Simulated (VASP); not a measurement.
Input of a VASP 6.6.1 run:

Contents of INCAR:

```
SYSTEM = CdH6
  ALGO = Normal
  EDIFF = 1E-6
  EDIFFG = -0.04
  ENCUT = 600
  GGA = PE
  IBRION = 2
  ISIF = 3
  ISMEAR = 0
  LASPH = .TRUE.
  LCHARG = .FALSE.
  LREAL = .FALSE.
  LWAVE = .FALSE.
  NELM = 80
  NSW = 90
  PREC = Accurate
  SIGMA = 0.1
```

The input KPOINTS:

```
k-points
0
G
  4 4 4
  0 0 0
```

File POSCAR:

```
CdH6
1.0
    4.1586406900      0.0000000000      0.0000000000
    0.0000000000      4.1586406900      0.0000000000
    0.0000000000      0.0000000000      4.1586406900
Cd H
1 6
Direct
    0.0000000000      0.0000000000      0.0000000000
    0.2070000000      0.5000000000      0.5000000000
    0.5000000000      0.2070000000      0.5000000000
    0.7930000000      0.5000000000      0.5000000000
    0.5000000000      0.7930000000      0.5000000000
    0.5000000000      0.5000000000      0.2070000000
    0.5000000000      0.5000000000      0.7930000000
```

Potentials or basis: VASP PAW PBE potentials, release 64 (Cd, H).

The run is started by

```console
$ cat potpaw_PBE.64/Cd/POTCAR potpaw_PBE.64/H/POTCAR > POTCAR
$ mpirun -np 1 vasp_std > vasp.out
```

(1) Estimate the relaxed volume.

(2) Estimate the band gap on the k mesh.

## Answers

(1) 18.77 Å³/atom.

(2) 3.03 eV.

Caveat: the volume moved by over 15 % at a fixed basis, so the end points are rough.
